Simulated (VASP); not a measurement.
# PbO2 (P4_2/mnm) in VASP: further runs

PbO2 is run at these levels: PBE; tasks: single point.

Program: VASP 6.6.1. These are calculated values, not measurements. Logs are shortened: lines on timing, memory, paths and dates and some standing lists are left out, and cuts for length are marked.

## (1) The cell of the first run

The structure is tetragonal, space group P4_2/mnm (No. 136). The conventional cell has a = 4.958 Å, b = 4.958 Å, c = 3.388 Å, α = 90.00°, β = 90.00°, γ = 90.00°. Pb (site symmetry mmm) has 6 O at 2.15 to 2.17 Å within 2.8 Å. O (site symmetry m2m) has 3 Pb at 2.15 to 2.17 Å and 1 O at 2.71 Å within 2.8 Å.

## (2) Single point, PBE

File INCAR:

```
SYSTEM = PbO2
  PREC = Accurate
  ENCUT = 600
  EDIFF = 1E-6
  ISMEAR = 0
  SIGMA = 0.1
  LREAL = .False.
  LASPH = .True.
  NELM = 120
  ALGO = Normal
  ISIF = 2
  LWAVE = .False.
  LCHARG = .False.
  GGA = PE
  NBANDS = 35
  GGA_COMPAT = .False.
```

File KPOINTS:

```
Automatic mesh
0
Gamma
  4 4 6
  0 0 0
```

File POSCAR:

```
PbO2
1.0
    4.9578000000      0.0000000000      0.0000000000
    0.0000000000      4.9578000000      0.0000000000
    0.0000000000      0.0000000000      3.3878000000
Pb O
2 4
Direct
    0.0000000000      0.0000000000      0.0000000000
    0.5000000000      0.5000000000      0.5000000000
    0.3067000000      0.3067000000      0.0000000000
    0.1933000000      0.8067000000      0.5000000000
    0.6933000000      0.6933000000      0.0000000000
    0.8067000000      0.1933000000      0.5000000000
```

Potentials or basis: VASP PAW PBE potentials, release 64 (Pb_d, O).

On the command line:

```sh
> cat potpaw_PBE.64/Pb_d/POTCAR potpaw_PBE.64/O/POTCAR > POTCAR
> mpirun -np 1 vasp_std > vasp.out
```

OUTCAR:

```text
SYSTEM = PbO2
   PREC = Accurate
   ENCUT = 600
   EDIFF = 1E-6
   ISMEAR = 0
   LREAL = .False.
   LASPH = .True.
   NELM = 120
   ISIF = 2
   GGA = PE

 ion  position               nearest neighbor table
   1  0.000  0.000  0.000-   3 2.15   5 2.15   4 2.17   6 2.17   4 2.17   6 2.17   2 3.89   2 3.89
                             2 3.89   2 3.89   2 3.89   2 3.89   2 3.89   2 3.89
   2  0.500  0.500  0.500-   4 2.15   6 2.15   5 2.17   3 2.17   3 2.17   5 2.17   1 3.89   1 3.89
                             1 3.89   1 3.89   1 3.89   1 3.89   1 3.89   1 3.89
   3  0.307  0.307  0.000-   1 2.15   2 2.17   2 2.17
   4  0.193  0.807  0.500-   2 2.15   1 2.17   1 2.17
   5  0.693  0.693  0.000-   1 2.15   2 2.17   2 2.17
   6  0.807  0.193  0.500-   2 2.15   1 2.17   1 2.17

  LATTYP: Found a simple tetragonal cell.
 ALAT       =     4.9578000000
 C/A-ratio  =     0.6833272823

  Lattice vectors:

 A1 = (   4.9578000000,   0.0000000000,   0.0000000000)
 A2 = (   0.0000000000,   4.9578000000,   0.0000000000)
 A3 = (   0.0000000000,   0.0000000000,   3.3878000000)

Analysis of symmetry for initial positions (statically):
=====================================================================
 Subroutine PRICEL returns:
 Original cell was already a primitive cell.

 Routine SETGRP: Setting up the symmetry group for a
 simple tetragonal supercell.

 Subroutine GETGRP returns: Found 16 space group operations
 (whereof  8 operations were pure point group operations)
 out of a pool of 16 trial point group operations.

The static configuration has the point symmetry D_2h.
 The point group associated with its full space group is D_4h.

Analysis of symmetry for dynamics (positions and initial velocities):
=====================================================================
 Subroutine PRICEL returns:
 Original cell was already a primitive cell.

 Routine SETGRP: Setting up the symmetry group for a
 simple tetragonal supercell.

 Subroutine GETGRP returns: Found 16 space group operations
 (whereof  8 operations were pure point group operations)
 out of a pool of 16 trial point group operations.

The dynamic configuration has the point symmetry D_2h.
 The point group associated with its full space group is D_4h.

[... 103 lines left out ...]
   ENCUT  =  600.0 eV  44.10 Ry    6.64 a.u.   9.90  9.90  6.77*2*pi/ulx,y,z
   NELM   =    120;   NELMIN=  2; NELMDL= -5     # of ELM steps
   EDIFF  = 0.1E-05   stopping-criterion for ELM
   LREAL  =      F    real-space projection
   EDIFFG = 0.1E-04   stopping-criterion for IOM
   NSW    =      0    number of steps for IOM
   IBRION =     -1    ionic relax: 0-MD 1-quasi-New 2-CG
   NFREE  =      0    steps in history (QN), initial steepest desc. (CG)
   ISIF   =      2    stress and relaxation
   ISYM   =      2    0-nonsym 1-usesym 2-fastsym
   POTIM  = 0.5000    time-step for ionic-motion
   TEBEG  =    0.0;   TEEND  =   0.0 temperature during run
   PSTRESS=    0.0 pullay stress
   NELECT =      52.0000    total number of electrons
   NUPDOWN=      -1.0000    fix difference up-down
   EMIN   =  10.00;   EMAX   =-10.00  energy-range for DOS
   EFERMI =   0.00;   METHOD = LEGACY
   ISMEAR =     0;   SIGMA  =   0.10  broadening in eV -4-tet -1-fermi 0-gaus
   EFERMI_NEDOS =   21; number of points for ismear=-14 and -15
   IALGO  =     38    algorithm
   IMIX   =      4    mixing-type and parameters
     AMIX     =   0.40;   BMIX     =  1.00
     AMIX_MAG =   1.60;   BMIX_MAG =  1.00
  volume/ion in A,a.u.               =      13.88        93.66
  Fermi-wavevector in a.u.,A,eV,Ry     =   1.399300  2.644293 26.640740  1.958039
  Thomas-Fermi vector in A             =   2.522373
   LORBIT       =      0    0 simple, 1 ext, 2 COOP (PROOUT), +10 PAW based schemes
   GGA     = PE    functional components
   LHFCALC =     F    Hartree Fock is set to
   AEXX    =    0.0000 exact exchange contribution
   IVDW    =     0    specifies the selected vdW correction
   LEPSILON=     F    determine dielectric tensor
   LRPA    =     F    only Hartree local field effects (RPA)
 non-spin polarized calculation
 Gauss-broadening in eV      SIGMA  =   0.10
  energy-cutoff  :      600.00
  volume of cell :       83.27
 maximum number of plane-waves:      2820
 NGX is ok and might be reduce to    40
   NGX = 19   NGY = 19   NGZ = 13

 number of electron      52.0000015 magnetization

 Free energy of the ion-electron system (eV)
  ---------------------------------------------------
  ext. energy  EPLUGINS =         0.00000000
  ---------------------------------------------------
  free energy    TOTEN  =       -31.72602291 eV

  energy without entropy =      -31.72499113  energy(sigma->0) =      -31.72550702

 E-fermi :   4.4328     XC(G=0): -10.7180

 val. band max:        4.3153763386   @ k =   0.0000   0.0000   0.1667
 cond. band min:       4.4971022999   @ k =   0.0000   0.0000   0.0000
 fundamental gap:      0.1817259614
 Fermi energy:         4.4327654510

 k-point     1 :       0.0000    0.0000    0.0000
  band No.  band energies     occupation
      1     -13.9532      2.00000
      2     -13.8278      2.00000
      3     -12.1463      2.00000
      4     -12.1463      2.00000
      5     -11.1400      2.00000
      6     -10.9206      2.00000
[... 901 lines left out ...]
     34      14.4293      0.00000
     35      17.7885      0.00000

------------------------ aborting loop because EDIFF is reached ----------------------------------------

  FORCE on cell =-STRESS in cart. coord.  units (eV):
  Direction    XX          YY          ZZ          XY          YZ          ZX
  --------------------------------------------------------------------------------------
  -------------------------------------------------------------------------------------
  Total        4.3613378      4.3613378      5.4784953     -0.0000000      0.0000000      0.0000000
  in kB       83.9140227     83.9140227    105.4086157     -0.0000000      0.0000000      0.0000000
  external PRESSURE =      91.0788870 kB  Pullay stress =       0.0000000 kB

 VOLUME and BASIS-vectors are now :
 -----------------------------------------------------------------------------
  energy-cutoff  :      600.00
  volume of cell :       83.27
      direct lattice vectors                 reciprocal lattice vectors
     4.957800000  0.000000000  0.000000000     0.201702368  0.000000000  0.000000000
     0.000000000  4.957800000  0.000000000     0.000000000  0.201702368  0.000000000
     0.000000000  0.000000000  3.387800000     0.000000000  0.000000000  0.295176811

 POSITION                                       TOTAL-FORCE (eV/Angst)
 -----------------------------------------------------------------------------------
      0.00000      0.00000      0.00000        -0.000000     -0.000000      0.000000
      2.47890      2.47890      1.69390        -0.000000     -0.000000      0.000000
      1.52056      1.52056      0.00000        -0.012199     -0.012199      0.000000
      0.95834      3.99946      1.69390         0.012199     -0.012199      0.000000
      3.43724      3.43724      0.00000         0.012199      0.012199     -0.000000
      3.99946      0.95834      1.69390        -0.012199      0.012199      0.000000
 -----------------------------------------------------------------------------------
    total drift:                                0.000000     -0.000000     -0.000000

  FREE ENERGIE OF THE ION-ELECTRON SYSTEM (eV)
  ---------------------------------------------------
  free  energy   TOTEN  =       -31.7260229071 eV

  energy  without entropy=      -31.7249911303  energy(sigma->0) =      -31.72550702
```

OSZICAR:

```text
N       E                     dE             d eps       ncg     rms          rms(c)
DAV:   1     0.724620216253E+03    0.72462E+03   -0.28009E+04  1680   0.200E+03
DAV:   2     0.636098777792E+02   -0.66101E+03   -0.62500E+03  1828   0.529E+02
DAV:   3    -0.324104411121E+02   -0.96020E+02   -0.92875E+02  1980   0.216E+02
DAV:   4    -0.373709209141E+02   -0.49605E+01   -0.49150E+01  2133   0.509E+01
DAV:   5    -0.375395456619E+02   -0.16862E+00   -0.16819E+00  2205   0.973E+00    0.142E+01
DAV:   6    -0.317174439097E+02    0.58221E+01   -0.17762E+01  2518   0.517E+01    0.442E+00
DAV:   7    -0.317577238912E+02   -0.40280E-01   -0.16933E+00  1880   0.938E+00    0.277E+00
DAV:   8    -0.317515737037E+02    0.61502E-02   -0.36375E-01  2576   0.608E+00    0.116E+00
DAV:   9    -0.317244482107E+02    0.27125E-01   -0.77575E-02  2582   0.384E+00    0.122E-01
DAV:  10    -0.317260910382E+02   -0.16428E-02   -0.10332E-02  1868   0.544E-01    0.127E-01
DAV:  11    -0.317260350794E+02    0.55959E-04   -0.33092E-04  2558   0.185E-01    0.457E-02
DAV:  12    -0.317260258069E+02    0.92726E-05   -0.65827E-05  2563   0.589E-02    0.146E-02
DAV:  13    -0.317260224032E+02    0.34037E-05   -0.16651E-05  2101   0.510E-02    0.667E-03
DAV:  14    -0.317260229071E+02   -0.50396E-06   -0.24321E-06  1511   0.169E-02
   1 F= -.31726023E+02 E0= -.31725507E+02  d E =-.103178E-02
```

stdout:

```text
POSCAR found type information on POSCAR PbO
 POSCAR found :  2 types and       6 ions
 scaLAPACK will be used
 LDA part: xc-table for (Slater+PW92), standard interpolation
 POSCAR, INCAR and KPOINTS ok, starting setup
 FFT: planning ... GRIDC
 FFT: planning ... GRID_SOFT
 FFT: planning ... GRID
 WAVECAR not read
 entering main loop
```

It took 97 s on 1 thread of Intel Xeon 6975P-C, shared host; peak memory 0.24 GiB.

Results:

- Free energy: -31.7260 eV
- Pressure: 9.1 GPa
- Largest force: 0.017 eV/Å
- Band gap on the k mesh: 0.18 eV, indirect (least direct gap 0.66 eV)

Forces on the atoms (eV/Å):
```
Pb   0.000  0.000  0.000
Pb   0.000  0.000  0.000
O   -0.012 -0.012  0.000
O    0.012 -0.012  0.000
O    0.012  0.012  0.000
O   -0.012  0.012  0.000
```

Stress tensor (GPa, compression positive):
```
 8.39  0.00  0.00
 0.00  8.39  0.00
 0.00  0.00 10.54
```

Caveat: spin-orbit coupling is left out, which moves the levels of the heavy elements. A k mesh can miss the band edges.

## (3) Single point, PBE

This run uses another cell than the first one, of 14.81 Å³/atom, 1.067 times its volume.

File INCAR:

```
SYSTEM = PbO2
ALGO = Normal
EDIFF = 1E-6
ENCUT = 600
GGA = PE
GGA_COMPAT = .FALSE.
ISIF = 2
ISMEAR = 0
LASPH = .TRUE.
LCHARG = .FALSE.
LREAL = .FALSE.
LWAVE = .FALSE.
NBANDS = 35
NELM = 120
PREC = Accurate
SIGMA = 0.01
```

File KPOINTS:

```
k-points
0
G
  8 8 10
  0 0 0
```

File POSCAR:

```
PbO2
1.0
    5.0790591419      0.0000000000      0.0000000000
    0.0000000000      5.0790591419      0.0000000000
    0.0000000000      0.0000000000      3.4440409999
Pb O
2 4
Direct
    0.0000000000      0.0000000000      0.0000000000
    0.5000000000      0.5000000000      0.5000000000
    0.3079888840      0.3079888840      0.0000000000
    0.1920111160      0.8079888840      0.5000000000
    0.6920111160      0.6920111160      0.0000000000
    0.8079888840      0.1920111160      0.5000000000
```

Potentials or basis: VASP PAW PBE potentials, release 64 (Pb_d, O).

On the command line:

```sh
> cat potpaw_PBE.64/Pb_d/POTCAR potpaw_PBE.64/O/POTCAR > POTCAR
> mpirun -np 1 vasp_std > vasp.out
```

Wall time 5.5 min (1 thread of Intel Xeon 6975P-C, shared host); peak memory 0.4 GiB.

Results (log left out):

* Free energy: -31.8752 eV
* Pressure: 0.1 GPa
* Largest force: 0.011 eV/Å
* Band gap on the k mesh: 0.01 eV, direct

Forces in eV/Å, atoms in the order of the input:
```
Pb   0.000  0.000  0.000
Pb   0.000  0.000  0.000
O   -0.008 -0.008  0.000
O    0.008 -0.008  0.000
O    0.008  0.008  0.000
O   -0.008  0.008  0.000
```

Stress tensor (GPa, compression positive):
```
0.11 0.00 0.00
0.00 0.11 0.00
0.00 0.00 0.22
```

Levels at points of the mesh, in eV from the valence-band top:
| k point | band 23 | band 24 | band 25 | band 26 | band 27 | band 28 | band 29 | band 30 |
| --- | --- | --- | --- | --- | --- | --- | --- | --- |
| (0.00, 0.00, 0.00) | -0.62 | -0.62 | -0.54 | -0.54 | 0.11 | 3.89 | 5.76 | 5.76 |
| (0.50, 0.00, 0.00) | -0.64 | -0.64 | -0.34 | -0.34 | 2.09 | 2.09 | 6.35 | 6.35 |
| (0.50, 0.50, 0.00) | -0.67 | -0.67 | -0.44 | -0.44 | 2.48 | 2.48 | 6.54 | 6.54 |
| (0.00, 0.00, 0.50) | -1.00 | -1.00 | -0.71 | -0.71 | 3.40 | 3.40 | 8.62 | 8.62 |
| (0.50, 0.00, 0.50) | -0.69 | -0.69 | -0.26 | -0.26 | 3.68 | 3.68 | 7.03 | 7.03 |
| (0.50, 0.50, 0.50) | -0.61 | -0.61 | -0.47 | -0.47 | 2.55 | 2.55 | 8.13 | 8.13 |

Caveat: spin-orbit coupling is left out, which moves the levels of the heavy elements.

(Continued in part 2 of 2.)
